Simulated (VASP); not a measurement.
Input of a VASP 6.6.1 run:

The input INCAR:

```
SYSTEM = WS2
PREC     = Accurate       ! precision mode
ENCUT    = 520            ! plane-wave cutoff, eV
EDIFF    = 1E-6           ! SCF threshold, eV
ISMEAR   = 0              ! smearing method
SIGMA    = 0.05           ! smearing width, eV
LREAL    = .FALSE.        ! projectors in reciprocal space
LASPH    = .TRUE.         ! aspherical terms in the spheres
NELM     = 60             ! most SCF steps
ALGO     = Normal         ! electronic algorithm
ISIF     = 2              ! what is computed and relaxed
LWAVE    = .FALSE.        ! write WAVECAR
LCHARG   = .FALSE.        ! write CHGCAR
LDIPOL   = .TRUE.       
IDIPOL   = 3            
DIPOL    = 0.5 0.5 0.394
GGA      = PE             ! functional
IVDW     = 12             ! dispersion correction
NBANDS   = 35             ! bands
```

KPOINTS

```
Automatic mesh
0
G
  9 9 1
  0 0 0
```

File POSCAR:

```
WS2
1.0
    3.1595456682      0.0000000000      0.0000000000
   -1.5797728341      2.7362468131      0.0000000000
    0.0000000000      0.0000000000     23.8042574330
S W
4 2
Direct
    0.3333333333      0.6666666667      0.1890418137
    0.3333333333      0.6666666667      0.3213835760
    0.3333333333      0.8333333333      0.4660045781
    0.3333333333      0.8333333333      0.5983388570
    0.6666666667      0.3333333333      0.2552552966
    0.6666666667      0.5000000000      0.5321315581
```

Potentials or basis: VASP PAW PBE potentials, release 64 (S, W_sv).

Launch:

```console
$ cat potpaw_PBE.64/S/POTCAR potpaw_PBE.64/W_sv/POTCAR > POTCAR
$ mpirun -np 1 vasp_std > vasp.out
```

Task: Estimate the dispersion energy per atom.

Result: -0.352 eV.

Task: Estimate the largest force.

Result: 0.033 eV/Å.

Task: Predict the band gap on the k mesh.

Result: 1.71 eV (least direct gap 1.90 eV).

Forces in eV/Å, atoms in the order of the input:
```
S    0.000  0.000  0.000
S    0.016 -0.029  0.000
S   -0.017  0.028  0.000
S    0.000  0.000  0.000
W    0.003 -0.006  0.000
W   -0.003  0.006  0.000
```

Caveat: the cell differs from its parent crystal (layers slid over each other, then relaxed in part); spin-orbit coupling is left out, which moves the levels of the heavy elements.
